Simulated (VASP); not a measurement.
Sr2Ge2As:

```
Sr Ge As
1.0
     4.21553    0.00000    0.00000
    -2.10777    3.65076    0.00000
     0.00000    0.00000    7.39322
Sr Ge As
2 2 1
Cartesian
  0.0000 2.4338 2.1440
  2.1078 1.2169 5.2492
  0.0000 2.4338 4.5838
  2.1078 1.2169 2.8094
  0.0000 0.0000 0.0000
```

| Item | Value |
| --- | --- |
| Program | VASP 6.6.1 |
| Task | relaxation of cell and atoms |
| Functional | PBE |
| Potentials or basis | VASP PAW PBE potentials, release 64 (Sr_sv, Ge_d, As) |
| Cutoff | 600 eV |
| k mesh | 6 × 6 × 4 |
| Occupations | gaussian, width 0.1 eV |
| Spin | no spin polarisation |

At the start: pressure 30.1 GPa; volume 22.76 Å³/atom.

Where does the relaxation end?

Over 22 steps the energy falls by 1901.9 meV/atom and the volume is 30.00 Å³/atom (+31.8 %); space group P-3m1 (No. 164, to 0.05 Å).

Step by step:
```
step  energy change (eV)  largest force (eV/Å)  pressure (GPa)  volume (Å³)
   1              0.0000                8.0958           30.08       113.78
   2             -5.9072                1.4368           -4.50       199.62
   3             -6.1592                1.7803           -1.90       175.32
   4             -6.8148                1.8318           -1.77       168.90
   5             -7.4878                2.0074            1.37       149.64
   6             -7.7805                1.3942            1.58       147.89
   7             -8.0578                0.4390            2.82       144.08
   8             -8.2852                0.1593            1.32       148.71
   9             -8.5470                0.8925           -1.64       160.74
  10             -8.5523                0.9882           -2.03       162.75
  11             -8.7731                1.0812           -1.63       160.21
  12             -9.2290                1.1797            0.00       151.08
  13             -9.2561                0.9832            1.12       145.82
  14             -9.2660                1.0707            0.71       147.50
  15             -9.4280                0.5934            0.00       149.28
  16             -9.4690                0.2195           -0.38       150.48
  17             -9.4702                0.1422           -0.42       150.71
  18             -9.5044                0.0409            0.47       148.31
  19             -9.5048                0.0318            0.53       148.02
  20             -9.5094                0.0592           -0.12       150.64
  21             -9.5097                0.0417           -0.02       150.13
  22             -9.5097                0.0379            0.05       150.01
```

Final structure:
```xyz
5
Lattice="4.2870 0.0000 0.0000 -2.1435 3.7127 0.0000 0.0000 0.0000 9.4252" Properties=species:S:1:pos:R:3 pbc="T T T"
Sr    0.0000    2.4751    1.7915
Sr    2.1435    1.2376    7.6336
Ge    0.0000    2.4751    5.1936
Ge    2.1435    1.2376    4.2315
As    0.0000    0.0000    0.0000
```

Caveat: the volume moved by over 15 % at a fixed basis, so the end points are rough.
